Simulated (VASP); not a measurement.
Here is a VASP 6.6.1 calculation.

Contents of POSCAR:

```
CaSe
1.0
    3.6347849158      0.0000000000      0.0000000000
    0.0000000000      3.6347849158      0.0000000000
    0.0000000000      0.0000000000      3.6347849158
Ca Se
1 1
Direct
    0.0000000000      0.0000000000      0.0000000000
    0.5000000000      0.5000000000      0.5000000000
```

Contents of INCAR.step1:

```
ALGO = Normal
EDIFF = 1E-8
ENCUT = 500
GGA = PE
ISMEAR = 0
LASPH = True
LCHARG = False
LREAL = False
LWAVE = True
NELM = 80
PREC = Accurate
SIGMA = 0.01
```

Contents of INCAR.step2:

```
ALGO = Exact
EDIFF = 1E-8
ENCUT = 500
GGA = PE
ISMEAR = 0
ISTART = 1
LASPH = True
LCHARG = False
LOPTICS = True
LREAL = False
LWAVE = True
NBANDS = 86
NELM = 1
PREC = Accurate
SIGMA = 0.01
```

INCAR.step3

```
ALGO = EVGW0
EDIFF = 1E-8
ENCUT = 500
ENCUTGW = 80.0
GGA = PE
ISMEAR = 0
ISTART = 1
LASPH = True
LCHARG = False
LREAL = False
LWAVE = False
NBANDS = 86
NBANDSGW = 16
NELMGW = 1
NOMEGA = 96
OMEGAMAX = 20
PREC = Accurate
PRECFOCK = Fast
SIGMA = 0.01
```

Contents of KPOINTS:

```
k-points
0
Gamma
  4 4 4
```

Potentials or basis: VASP PAW PBE potentials, release 64 (Ca_sv_GW, Se_GW).

Launch:

```bash
$ cat potpaw_PBE.64/Ca_sv_GW/POTCAR potpaw_PBE.64/Se_GW/POTCAR > POTCAR
$ cp INCAR.step1 INCAR
$ mpirun -np 1 vasp_std > vasp.out
$ cp INCAR.step2 INCAR
$ mpirun -np 1 vasp_std > vasp.out
$ cp INCAR.step3 INCAR
$ mpirun -np 1 vasp_std > vasp.out
```

(1) What does it give for the quasiparticle gap?

(2) What does it give for the least direct quasiparticle gap?

(3) Estimate the band gap of the starting levels on the mesh.

(4) Estimate the least direct gap of the starting levels on the mesh.

Answers

(1) 1.73 eV.

(2) 1.73 eV.

(3) 0.74 eV.

(4) 0.74 eV.

Caveat: the k points lie up to 0.43 Å⁻¹ apart; bands, screening cutoff and mesh are small and nothing is extrapolated, so the quasiparticle values aren't converged; the structure was generated, so it needn't be the stable form of CaSe.
